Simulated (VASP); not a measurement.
# Al in VASP: single point with PBEsol

Aim: the single point of Al with PBEsol.

Program: VASP 6.6.1. These are calculated values, not measurements. Logs are shortened: lines on timing, memory, paths and dates and some standing lists are left out, and cuts for length are marked.

### 1 The cell of the first run

The cell holds a slab with vacuum, 13 atoms: a = 4.041 Å, b = 4.949 Å, c = 25.842 Å, α = 90.00°, β = 90.00°, γ = 114.09°.

### 2 Single point, PBEsol

Contents of INCAR:

```
ALGO = Normal ; DIPOL = 0.5 0.5 0.500
EDIFF = 1E-7 ; ENCUT = 520
GGA = PS ; IDIPOL = 3
ISIF = 2 ; ISMEAR = 0
ISYM = 0 ; LASPH = T
LCHARG = T ; LDIPOL = T
LELF = T ; LREAL = F
LVACPOTAV = T ; LVHAR = T
LWAVE = F ; NBANDS = 32
NELM = 60 ; PREC = Accurate
SIGMA = 0.1
```

Contents of KPOINTS:

```
k-points
0
Gamma
  9 8 1
```

Contents of POSCAR:

```
Al
1.0
    4.0406222370      0.0000000000      0.0000000000
   -2.0203111185      4.5175529967      0.0000000000
    0.0000000000      0.0000000000     25.8421271921
Al
13
Direct
    0.7000000000      0.4000000000      0.2902237863
    0.4000000000      0.8000000000      0.3251864886
    0.1000000000      0.2000000000      0.3601491909
    0.8000000000      0.6000000000      0.3951118932
    0.5000000000      0.0000000000      0.4300745954
    0.2000000000      0.4000000000      0.4650372977
    0.9000000000      0.8000000000      0.5000000000
    0.6000000000      0.2000000000      0.5349627023
    0.3000000000      0.6000000000      0.5699254046
    0.0000000000      0.0000000000      0.6048881068
    0.7000000000      0.4000000000      0.6398508091
    0.4000000000      0.8000000000      0.6748135114
    0.1000000000      0.2000000000      0.7097762137
```

Potentials or basis: VASP PAW PBE potentials, release 64 (Al).

On the command line:

```
$ cat potpaw_PBE.64/Al/POTCAR > POTCAR
$ mpirun -np 1 vasp_std > vasp.out
```

OUTCAR:

```text
EDIFF = 1E-7
   ENCUT = 520
   GGA = PS
   ISIF = 2
   ISMEAR = 0
   ISYM = 0
   LASPH = T
   LREAL = F
   NELM = 60
   PREC = Accurate

 ion  position               nearest neighbor table
   1  0.700  0.400  0.290-   2 2.86   2 2.86   2 2.86   3 2.86   3 2.86   4 2.86
   2  0.400  0.800  0.325-   5 2.86   1 2.86   1 2.86   3 2.86   3 2.86   1 2.86   3 2.86   4 2.86
                             4 2.86
   3  0.100  0.200  0.360-   6 2.86   5 2.86   5 2.86   4 2.86   4 2.86   2 2.86   2 2.86   4 2.86
                             2 2.86   1 2.86   1 2.86
   4  0.800  0.600  0.395-   7 2.86   6 2.86   6 2.86   5 2.86   5 2.86   5 2.86   3 2.86   3 2.86
                             3 2.86   2 2.86   2 2.86   1 2.86
   5  0.500  0.000  0.430-   2 2.86   3 2.86   3 2.86   4 2.86   4 2.86   4 2.86   6 2.86   6 2.86
                             6 2.86   7 2.86   7 2.86   8 2.86
   6  0.200  0.400  0.465-   3 2.86   4 2.86   4 2.86   7 2.86   5 2.86   7 2.86   5 2.86   7 2.86
                             5 2.86   8 2.86   8 2.86   9 2.86
   7  0.900  0.800  0.500-   4 2.86  10 2.86   6 2.86   6 2.86   8 2.86   8 2.86   8 2.86   6 2.86
                             9 2.86   5 2.86   5 2.86   9 2.86
   8  0.600  0.200  0.535-  11 2.86  10 2.86  10 2.86   9 2.86   9 2.86   7 2.86   7 2.86   7 2.86
                             9 2.86   6 2.86   6 2.86   5 2.86
   9  0.300  0.600  0.570-  12 2.86  11 2.86  11 2.86  10 2.86  10 2.86  10 2.86   8 2.86   8 2.86
                             8 2.86   7 2.86   7 2.86   6 2.86
  10  0.000  0.000  0.605-   7 2.86   8 2.86   8 2.86   9 2.86   9 2.86   9 2.86  11 2.86  11 2.86
                            11 2.86  12 2.86  12 2.86  13 2.86
  11  0.700  0.400  0.640-   8 2.86   9 2.86   9 2.86  10 2.86  10 2.86  12 2.86  12 2.86  10 2.86
                            12 2.86  13 2.86  13 2.86
  12  0.400  0.800  0.675-   9 2.86  13 2.86  13 2.86  11 2.86  11 2.86  13 2.86  11 2.86  10 2.86
                            10 2.86
  13  0.100  0.200  0.710-  12 2.86  12 2.86  12 2.86  11 2.86  11 2.86  10 2.86

IMPORTANT INFORMATION: All symmetrisations will be switched off!
NOSYMM: (Re-)initialisation of all symmetry stuff for point group C_1.

----------------------------------------------------------------------------------------

                                     Primitive cell

  volume of cell :     471.7151

  direct lattice vectors                    reciprocal lattice vectors
     4.040622237  0.000000000  0.000000000     0.247486635  0.110679388  0.000000000
    -2.020311119  4.517552997  0.000000000     0.000000000  0.221358776  0.000000000
     0.000000000  0.000000000 25.842127192     0.000000000  0.000000000  0.038696505

  length of vectors
     4.040622237  4.948731362 25.842127192     0.271108025  0.221358776  0.038696505

  position of ions in fractional coordinates (direct lattice)
     0.700000000  0.400000000  0.290223786
     0.400000000  0.800000000  0.325186489
     0.100000000  0.200000000  0.360149191
     0.800000000  0.600000000  0.395111893
     0.500000000  0.000000000  0.430074595
     0.200000000  0.400000000  0.465037298
     0.900000000  0.800000000  0.500000000
     0.600000000  0.200000000  0.534962702
     0.300000000  0.600000000  0.569925405
     0.000000000  0.000000000  0.604888107
     0.700000000  0.400000000  0.639850809
     0.400000000  0.800000000  0.674813511
     0.100000000  0.200000000  0.709776214

  ion indices of the primitive-cell ions
   primitive index   ion index
                 1           1
                 2           2
                 3           3
                 4           4
                 5           5
                 6           6
                 7           7
                 8           8
                 9           9
                10          10
                11          11
                12          12
                13          13

----------------------------------------------------------------------------------------

 KPOINTS: k-points

Automatic generation of k-mesh.
 Grid dimensions read from file:
 generate k-points for:    9    8    1

 Generating k-lattice:

  Cartesian coordinates                     Fractional coordinates (reciprocal lattice)
     0.027498515  0.012297710  0.000000000     0.111111111  0.000000000  0.000000000
[... 27 lines left out ...]

 WARNING: IBZKPT: internal override: KBLOWUP is changed to .FALSE.
      ... skipping the blow-up phase ...

 Subroutine IBZKPT returns following result:
 ===========================================

 Found     37 irreducible k-points:

 Following reciprocal coordinates:
            Coordinates               Weight
  0.000000  0.000000  0.000000      1.000000
  0.111111 -0.000000  0.000000      2.000000
  0.222222 -0.000000  0.000000      2.000000
  0.333333 -0.000000  0.000000      2.000000
  0.444444 -0.000000  0.000000      2.000000
  0.000000  0.125000  0.000000      2.000000
[... 16 lines left out ...]
 -0.111111  0.250000  0.000000      2.000000
  0.000000  0.375000  0.000000      2.000000
 [... further k-points ...]
   k-points           NKPTS =     37   k-points in BZ     NKDIM =     37   number of bands    NBANDS=     32
   number of dos      NEDOS =    301   number of ions     NIONS =     13
   total plane-waves  NPLWV = 230400
   dimension x,y,z NGX =    30 NGY =   40 NGZ =  192
   dimension x,y,z NGXF=    60 NGYF=   80 NGZF=  384
   ions per type =              13
   NGX,Y,Z   is equivalent  to a cutoff of  12.34, 13.44, 12.35 a.u.
   NGXF,Y,Z  is equivalent  to a cutoff of  24.69, 26.87, 24.70 a.u.
 SYSTEM =  unknown system
   PREC   = accura    normal or accurate (medium, high low for compatibility)
   ISTART =      0    job   : 0-new  1-cont  2-samecut
   ICHARG =      2    charge: 1-file 2-atom 10-const
   ISPIN  =      1    spin polarized calculation?
   LNONCOLLINEAR =      F non collinear calculations
   LSORBIT =      F    spin-orbit coupling
   LASPH  =      T    aspherical Exc in radial PAW
   ENCUT  =  520.0 eV  38.22 Ry    6.18 a.u.   7.51  9.20 48.05*2*pi/ulx,y,z
   NELM   =     60;   NELMIN=  2; NELMDL= -5     # of ELM steps
   EDIFF  = 0.1E-06   stopping-criterion for ELM
   LREAL  =      F    real-space projection
   EDIFFG = 0.1E-05   stopping-criterion for IOM
   NSW    =      0    number of steps for IOM
   IBRION =     -1    ionic relax: 0-MD 1-quasi-New 2-CG
   NFREE  =      0    steps in history (QN), initial steepest desc. (CG)
   ISIF   =      2    stress and relaxation
   ISYM   =      0    0-nonsym 1-usesym 2-fastsym
   POTIM  = 0.5000    time-step for ionic-motion
   TEBEG  =    0.0;   TEEND  =   0.0 temperature during run
   PSTRESS=    0.0 pullay stress
   NELECT =      39.0000    total number of electrons
   NUPDOWN=      -1.0000    fix difference up-down
   EMIN   =  10.00;   EMAX   =-10.00  energy-range for DOS
   EFERMI =   0.00;   METHOD = LEGACY
   ISMEAR =     0;   SIGMA  =   0.10  broadening in eV -4-tet -1-fermi 0-gaus
   EFERMI_NEDOS =   21; number of points for ismear=-14 and -15
   IALGO  =     38    algorithm
   IMIX   =      4    mixing-type and parameters
     AMIX     =   0.40;   BMIX     =  1.00
     AMIX_MAG =   1.60;   BMIX_MAG =  1.00
  volume/ion in A,a.u.               =      36.29       244.87
  Fermi-wavevector in a.u.,A,eV,Ry     =   0.713186  1.347727  6.920399  0.508635
  Thomas-Fermi vector in A             =   1.800758
   LORBIT       =      0    0 simple, 1 ext, 2 COOP (PROOUT), +10 PAW based schemes
   GGA     = PS    functional components
   LHFCALC =     F    Hartree Fock is set to
   AEXX    =    0.0000 exact exchange contribution
   IVDW    =     0    specifies the selected vdW correction
   LEPSILON=     F    determine dielectric tensor
   LRPA    =     F    only Hartree local field effects (RPA)
 non-spin polarized calculation
 Gauss-broadening in eV      SIGMA  =   0.10
  energy-cutoff  :      520.00
  volume of cell :      471.72
 maximum number of plane-waves:     12766
 NGX is ok and might be reduce to    30
   NGX = 15   NGY = 19   NGZ = 97

 dipolmoment           0.000000      0.000000     -0.000004 electrons x Angstroem

 number of electron      39.0000000 magnetization

 dipolmoment           0.000000      0.000000      0.000000 electrons x Angstroem

 Free energy of the ion-electron system (eV)
  ---------------------------------------------------
  ext. energy  EPLUGINS =         0.00000000
  ---------------------------------------------------
  free energy    TOTEN  =       -50.38333889 eV

  energy without entropy =      -50.34793661  energy(sigma->0) =      -50.36563775

 E-fermi :   1.3485     XC(G=0):  -5.4916

 val. band max:        1.3291886215   @ k =   0.0000   0.1250   0.0000
 cond. band min:       1.3702087346   @ k =  -0.1111   0.1250   0.0000
 fundamental gap:      0.0410201131
 Fermi energy:         1.3485224837

 k-point     1 :       0.0000    0.0000    0.0000
  band No.  band energies     occupation
      1      -9.5352      2.00000
      2      -8.7782      2.00000
      3      -7.5979      2.00000
      4      -6.0577      2.00000
      5      -4.2704      2.00000
      6      -2.5240      2.00000
[... 805 lines left out ...]
     30       4.8918      0.00000
     31       5.2338      0.00000

 [... further k-points ...]

 [bands above 31 left out]

------------------------ aborting loop because EDIFF is reached ----------------------------------------

  FORCE on cell =-STRESS in cart. coord.  units (eV):
  Direction    XX          YY          ZZ          XY          YZ          ZX
  --------------------------------------------------------------------------------------
  -------------------------------------------------------------------------------------
  Total       -4.7625828     -5.9035221     -1.0799580      0.7193641     -0.0019756     -0.0899091
  in kB      -16.1760826    -20.0512759     -3.6680706      2.4433156     -0.0067102     -0.3053758
  external PRESSURE =     -13.2984764 kB  Pullay stress =       0.0000000 kB

 VOLUME and BASIS-vectors are now :
 -----------------------------------------------------------------------------
  energy-cutoff  :      520.00
  volume of cell :      471.72
      direct lattice vectors                 reciprocal lattice vectors
     4.040622237  0.000000000  0.000000000     0.247486635  0.110679388  0.000000000
    -2.020311119  4.517552997  0.000000000     0.000000000  0.221358776  0.000000000
     0.000000000  0.000000000 25.842127192     0.000000000  0.000000000  0.038696505

 POSITION                                       TOTAL-FORCE (eV/Angst)
 -----------------------------------------------------------------------------------
      2.02031      1.80702      7.50000         0.003809     -0.040399      0.410540
      0.00000      3.61404      8.40351        -0.001441      0.064198     -0.233132
      0.00000      0.90351      9.30702        -0.003399     -0.015337     -0.109328
      2.02031      2.71053     10.21053         0.011910      0.034096     -0.048986
      2.02031      0.00000     11.11404         0.004646     -0.034020     -0.031050
      0.00000      1.80702     12.01755         0.002689     -0.048909     -0.057938
      2.02031      3.61404     12.92106        -0.000000      0.000000     -0.000000
      2.02031      0.90351     13.82457        -0.002689      0.048910      0.057937
     -0.00000      2.71053     14.72808        -0.004646      0.034021      0.031050
      0.00000      0.00000     15.63160        -0.011910     -0.034097      0.048986
      2.02031      1.80702     16.53511         0.003398      0.015337      0.109328
      0.00000      3.61404     17.43862         0.001441     -0.064198      0.233132
      0.00000      0.90351     18.34213        -0.003809      0.040400     -0.410540
 -----------------------------------------------------------------------------------
    total drift:                                0.000000     -0.000000      0.000000

  FREE ENERGIE OF THE ION-ELECTRON SYSTEM (eV)
  ---------------------------------------------------
  free  energy   TOTEN  =       -50.3833388911 eV

  energy  without entropy=      -50.3479366053  energy(sigma->0) =      -50.36563775

 vacuum level on the upper side and lower side of the slab         5.594         5.594
```

It took 36 min on 1 thread of Intel Xeon 8259CL, shared host; peak memory 0.74 GiB.

What came out:

```
Free energy            : -50.3833 eV
Largest force          : 0.413 eV/Å
Band gap on the k mesh : zero (an odd number of electrons rules out a gap without spin polarisation)
```

Forces on the atoms (eV/Å):
```
Al   0.004 -0.040  0.411
Al  -0.001  0.064 -0.233
Al  -0.003 -0.015 -0.109
Al   0.012  0.034 -0.049
Al   0.005 -0.034 -0.031
Al   0.003 -0.049 -0.058
Al   0.000  0.000  0.000
Al  -0.003  0.049  0.058
Al  -0.005  0.034  0.031
Al  -0.012 -0.034  0.049
Al   0.003  0.015  0.109
Al   0.001 -0.064  0.233
Al  -0.004  0.040 -0.411
```

Levels at points of the mesh, in eV from the Fermi level:
```
           k point  band 18  band 19  band 20  band 21  band 22  band 23
(0.00, 0.00, 0.00)    -0.33    -0.32     0.17     0.45     0.54     0.70
(0.00, 0.50, 0.00)    -0.36     0.38     0.57     0.81     1.61     2.18
```

Caveat: the PAW data sets were made with another functional, which shifts forces and pressure a little.

The gap in the log of VASP goes by the Fermi energy; the results here count the filled bands.